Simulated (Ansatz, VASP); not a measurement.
**GaAs2: VASP beside Ansatz**

```
Ga As
1.0
     1.86317    1.07570    5.23844
    -1.86317    1.07570    5.23844
     0.00000   -2.15140    5.23844
Ga As
1 2
Cartesian
  0.0000 0.0000 7.8577
  0.0000 0.0000 4.4321
  0.0000 0.0000 11.2833
```

Alike in both runs: functional PBE; k mesh 5 × 5 × 5; occupations gaussian, width 0.2 eV; no spin polarisation.

Ansatz relaxed the structure, and its values are those at the end. VASP's run is a single point on that final structure, the one shown.

|  | VASP | Ansatz |
| --- | --- | --- |
| version | VASP 6.6.1 | Ansatz 0.2.0 |
| potentials or method | VASP PAW PBE potentials, release 64 (Ga_d, As), cutoff 500 eV | scalar-relativistic, plane waves, PAW |
| valence electrons in the cell | 23 | 43 |

|  | VASP | Ansatz | Ansatz less VASP |
| --- | --- | --- | --- |
| gap on the k mesh at the Fermi level (eV) | none | none | - |
| pressure (GPa) | 0.2 | 0.1 | -0.14 |
| rms of the force components (eV/Å) | 0.007 | 0.001 | -0.0060 |

A gap of «none» marks a metal or a gap that the smearing closes. The functional is the same, so the differences come from potentials, cutoffs and numerics. VASP's potentials hold 23 valence electrons a cell and Ansatz's 43, so a difference there can come from the potentials and not from the codes.

The k mesh is coarse, so the values compare programs but aren't converged.
